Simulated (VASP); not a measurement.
Set up this calculation in VASP 6.6.1, as the native input.

```yaml
Task: single point
Functional: PBEsol
Potentials_or_basis: VASP PAW PBE potentials, release 64 (Sn_d, O)
Cutoff: 520 eV
k_mesh: 6 × 6 × 6
Occupations: gaussian, width 0.05 eV
Spin: no spin polarisation
Dipole_correction: no
Further_INCAR_settings: ALGO = Normal; EDIFF = 1e-07; NBANDS = 64
```

The structure of SnO2 lies in POSCAR:

```
SnO2
1.0
    3.1381168825      1.8117926269      5.1762191938
   -3.1381168825      1.8117926269      5.1762191938
    0.0000000000     -3.6235852537      5.1762191939
Sn O
4 8
Direct
    0.8646807174      0.8646807174      0.8646807174
    0.3648245829      0.3648245829      0.8648190111
    0.3648245829      0.8648190111      0.3648245829
    0.8648190111      0.3648245829      0.3648245829
    0.1235003534      0.6233501671      0.6233501671
    0.6233501671      0.1235003534      0.6233501671
    0.6233501671      0.6233501671      0.1235003534
    0.6062113146      0.6062113146      0.6062113146
    0.1234715296      0.1234715296      0.1234715296
    0.1060883083      0.1060883083      0.6062369573
    0.1060883083      0.6062369573      0.1060883083
    0.6062369573      0.1060883083      0.1060883083
```

The input as run:

INCAR

```
SYSTEM = SnO2
PREC = Accurate
ENCUT = 520
EDIFF = 1E-7
ISMEAR = 0
SIGMA = 0.05
LREAL = .FALSE.
LASPH = .TRUE.
NELM = 60
ALGO = Normal
ISIF = 2
LWAVE = .FALSE.
LCHARG = .TRUE.
GGA = PS
LELF = .TRUE.
LVHAR = .TRUE.
NBANDS = 64
```

KPOINTS

```
Automatic mesh
0
G
  6 6 6
  0 0 0
```

Potentials or basis: VASP PAW PBE potentials, release 64 (Sn_d, O).

Command:

```sh
$ cat potpaw_PBE.64/Sn_d/POTCAR potpaw_PBE.64/O/POTCAR > POTCAR
$ mpirun -np 1 vasp_std > vasp.out
```

Results of the run:

- Pressure: -5.6 GPa
- Largest force: 1.692 eV/Å
- Band gap on the k mesh: 2.21 eV

Caveat: the cell stands under tension; the PAW data sets were made with another functional, which shifts forces and pressure a little; spin-orbit coupling is left out, which moves the levels of the heavy elements.

Run time: 5 min on 1 thread of AMD EPYC 9R45 96-Core Processor (Zen 5), on a shared host, peak memory 0.44 GiB.
